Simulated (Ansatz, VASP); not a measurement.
AlNi3: VASP beside Ansatz

The input POSCAR:

```
AlNi3
1.0
    3.5694160265      0.0000000000      0.0000000000
    0.0000000000      3.5694160265      0.0000000000
    0.0000000000      0.0000000000      3.5694160265
Ni Al
3 1
Direct
    0.5000000000      0.5000000000      0.0000000000
    0.5000000000      0.0000000000      0.5000000000
    0.0000000000      0.5000000000      0.5000000000
    0.0000000000      0.0000000000      0.0000000000
```

File INCAR.step1:

```
SYSTEM = AlNi3
ALGO = Normal
EDIFF = 1E-4
ENCUT = 520
GGA = PE
ISMEAR = -1
ISPIN = 2
LASPH = .TRUE.
LCHARG = .FALSE.
LMAXMIX = 4
LREAL = .FALSE.
LWAVE = .TRUE.
MAGMOM = 1 1 1 0
NBANDS = 28
NELM = 150
PREC = Accurate
SIGMA = 0.05
```

File INCAR.step2:

```
SYSTEM = AlNi3
ALGO = Normal
EDIFF = 1E-7
ENCUT = 520
ISIF = 2
ISMEAR = -1
ISPIN = 2
ISTART = 1
LASPH = .TRUE.
LCHARG = .FALSE.
LMAXMIX = 4
LMIXTAU = .TRUE.
LORBIT = 11
LREAL = .FALSE.
LWAVE = .FALSE.
MAGMOM = 1 1 1 0
METAGGA = R2SCAN
NBANDS = 28
NELM = 150
PREC = Accurate
SIGMA = 0.05
```

File KPOINTS:

```
k-points
0
G
  8 8 8
  0 0 0
```

input.yaml

```yaml
crystal:
  lattice:
    - [3.5694160265, 0.0, 0.0]
    - [0.0, 3.5694160265, 0.0]
    - [0.0, 0.0, 3.5694160265]
  atoms:
    - { symbol: Ni, position: [0.5, 0.5, 0.0], spin: 1.0 }
    - { symbol: Ni, position: [0.5, 0.0, 0.5], spin: 1.0 }
    - { symbol: Ni, position: [0.0, 0.5, 0.5], spin: 1.0 }
    - { symbol: Al, position: [0.0, 0.0, 0.0] }
hamiltonian:
  xc: r2scan
  pseudopotentials: { kind: paw }
magnetization:
  spin_polarized: true
kpoints:
  mp_grid: { grid: [8, 8, 8] }
scf:
  occupations: { method: fermi_dirac, width: 0.05 }
output:
  forces: true
  stress: true
  eigenvalues: true
  write_density: true
  write_potential: true
  elf: true
  volumetric_format: npy
```

Alike in both runs: task single point; functional r2SCAN; k mesh 8 × 8 × 8; occupations fermi-dirac, width 0.05 eV; collinear spin.

```csv
,VASP,Ansatz
version,VASP 6.6.1,Ansatz 0.2.0
potentials or method,"VASP PAW PBE potentials, release 64 (Ni, Al)",Ansatz PAW
plane-wave cutoff (eV),520,500
valence electrons in the cell,33,57
```

```tsv
	VASP	Ansatz	Ansatz less VASP
gap on the k mesh at the Fermi level (eV)	none	none	-
pressure (GPa)	-6.7	-6.8	-0.13
net moment per atom (μB)	0.22	0.22	+0.007
size of the moment on the site where the two differ most (μB)	0.33	0.36	+0.035
```

VASP's potentials were made for PBE, not for r2SCAN. Site moments also hang on the region over which each program counts them. A gap of «none» marks a metal or a gap that the smearing closes. VASP's potentials hold 33 valence electrons a cell and Ansatz's 57, so a difference there can come from the potentials and not from the codes.

Noted on Ansatz's run: the magnetic or orbital state may not be the lowest.
